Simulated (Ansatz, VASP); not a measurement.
**One calculation of ZnInO, two programs**

```
Zn In O
1.0
     2.99685    0.00000    0.00000
     0.00000    2.99685    0.00000
     0.00000    0.00000   11.08381
Zn In O
2 2 2
Cartesian
  0.0000 1.4984 4.4513
  1.4984 0.0000 6.6325
  0.0000 1.4984 9.5642
  1.4984 0.0000 1.5196
  0.0000 1.4984 6.6475
  1.4984 0.0000 4.4363
```

Change from the starting cell: species swapped into the TaMoN type (P4/nmm, No. 129).

Alike in both runs: functional PBE; k mesh 6 × 6 × 2; occupations gaussian, width 0.1 eV; no spin polarisation.

Ansatz relaxed the structure, and its values are those at the end. VASP's run is a single point on that final structure, the one shown.

```csv
,VASP,Ansatz
version,VASP 6.6.1,Ansatz 0.2.0
potentials or method,"VASP PAW PBE potentials, release 64 (Zn, In_d, O), cutoff 520 eV","scalar-relativistic, plane waves, PAW"
valence electrons in the cell,62,62
```

```csv
,VASP,Ansatz,Ansatz less VASP
gap on the k mesh at the Fermi level (eV),none,none,-
pressure (GPa),0.5,0.1,-0.39
rms of the force components (eV/Å),0.015,0.005,-0.0109
```

A gap of «none» marks a metal or a gap that the smearing closes.
